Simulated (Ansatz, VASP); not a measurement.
One calculation of LiGeBr3, two programs

```
Li Ge Br
1.0
    -3.38086    3.38086    4.78126
     3.38086   -3.38086    4.78126
     3.38086    3.38086   -4.78126
Li Ge Br
2 2 6
Direct
  0.75000 0.25000 0.50000
  0.25000 0.75000 0.50000
  0.50000 0.50000 0.00000
  0.00000 0.00000 0.00000
  0.26544 0.76544 0.03088
  0.76544 0.73456 0.50000
  0.75000 0.75000 0.00000
  0.73456 0.23456 0.96912
  0.23456 0.26544 0.50000
  0.25000 0.25000 0.00000
```

Alike in both runs: task single point; functional PBE; k mesh 4 × 4 × 4; occupations gaussian, width 0.1 eV; no spin polarisation.

```csv
,VASP,Ansatz
version,VASP 6.6.1,Ansatz 0.2.0
potentials or method,"VASP PAW PBE potentials, release 64 (Li_sv, Ge_d, Br), cutoff 520 eV","scalar-relativistic, plane waves, PAW"
valence electrons in the cell,76,76
```

```tsv
	VASP	Ansatz	Ansatz less VASP
gap on the k mesh at the Fermi level (eV)	none	none	-
rms of the force components (eV/Å)	0.160	0.160	-0.0004
```

Atom by atom the forces differ by 0.000 eV/Å (rms over components). A gap of «none» marks a metal or a gap that the smearing closes. The functional is the same, so the differences come from potentials, cutoffs and numerics.

Noted on VASP's run: the cutoff is under 1.25 times that of the potentials, so the pressure is a little rough.
